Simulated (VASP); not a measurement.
Runs of VASP 6.6.1 on Ca2Pd. The structure is that of space group P6/mmm (No. 191), or close to it. The cells are those of the table. 

```csv
task,cell,k mesh,cutoff (eV),gap on the mesh (eV),pressure (GPa),relaxed volume (Å³/atom)
single point,"a = 5.152, b = 5.152, c = 3.240 Å, angles 90.0, 90.0, 120.0°, 3 atoms",12 × 12 × 14,520,none,0.0,-
relaxation of cell and atoms,"relaxed from a = 5.184, b = 5.184, c = 3.200 Å, angles 90.0, 90.0, 120.0°, 3 atoms",6 × 6 × 6,600,none,0.0,(a)
relaxation of cell and atoms,"relaxed from a = 4.138, b = 4.138, c = 4.468 Å, angles 90.0, 90.0, 120.0°, 3 atoms",6 × 6 × 4,600,none,0.0,(b)
single point,"a = 4.138, b = 4.138, c = 4.468 Å, angles 90.0, 90.0, 120.0°, 3 atoms",6 × 6 × 4,520,none,7.0,-
single point,"a = 5.184, b = 5.184, c = 3.200 Å, angles 90.0, 90.0, 120.0°, 3 atoms",6 × 6 × 6,520,none,0.2,-
single point,"a = 5.184, b = 5.184, c = 3.200 Å, angles 90.0, 90.0, 120.0°, 3 atoms",6 × 6 × 4,520,none,0.3,-
```

Alike in all rows: level PBE; potentials or basis VASP PAW PBE potentials, release 64 (Ca_sv, Pd); no spin polarisation; smearing gaussian 0.1 eV.

Problem. Estimate the missing entries.

Solution. (a) 24.94; (b) 24.98.

Caveats: some runs use coarse meshes; a cell axis changed by over 15 % at a fixed basis, so the end point is rough (at least some runs); the cell stands under pressure (at least some runs).

A k mesh can miss the band edges, and the runs leave out spin-orbit coupling on Pd.

A gap of «none» marks levels without a gap at the run's occupations.
